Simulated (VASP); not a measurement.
A run of VASP 6.6.1:

Contents of INCAR:

```
SYSTEM = SnS2
PREC = Accurate
ENCUT = 500
EDIFF = 1E-6
ISMEAR = 0
SIGMA = 0.05
LREAL = .FALSE.
LASPH = .TRUE.
NELM = 200
ALGO = Normal
ISIF = 2
LWAVE = .FALSE.
LCHARG = .TRUE.
LNONCOLLINEAR = .TRUE.
MAGMOM = 0 0 0 0 0 0 0 0 0
LORBIT = 11
LSORBIT = .TRUE.
GGA_COMPAT = .FALSE.
LORBMOM = .TRUE.
GGA = PS
LVHAR = .TRUE.
NBANDS = 39
```

File KPOINTS:

```
regular mesh
0
G
  8 8 6
  0 0 0
```

POSCAR

```
SnS2
1.0
    3.6122328445      0.0000000000      0.0000000000
   -1.8061164222      3.1282854077      0.0000000000
    0.0000000000      0.0000000000      5.4516973868
Sn S
1 2
Direct
    0.0000000000      0.0000000000      0.0000000000
    0.3333333333      0.6666666667      0.2700839783
    0.6666666667      0.3333333333      0.7299160217
```

Potentials or basis: VASP PAW PBE potentials, release 64 (Sn_d, S).

The run is started by

```console
$ cat potpaw_PBE.64/Sn_d/POTCAR potpaw_PBE.64/S/POTCAR > POTCAR
$ mpirun -np 1 vasp_ncl > vasp.out
```

Hardware: 1 thread of Oxide Virtual Turin-like Processor (shared host).

**Question.** How long does it take, and how much memory?

**Answer.** Run time: 5.3 min on 1 thread of Oxide Virtual Turin-like Processor, with other jobs on the host, peak memory 0.36 GiB. Counts: scf iterations 13, k points 50.
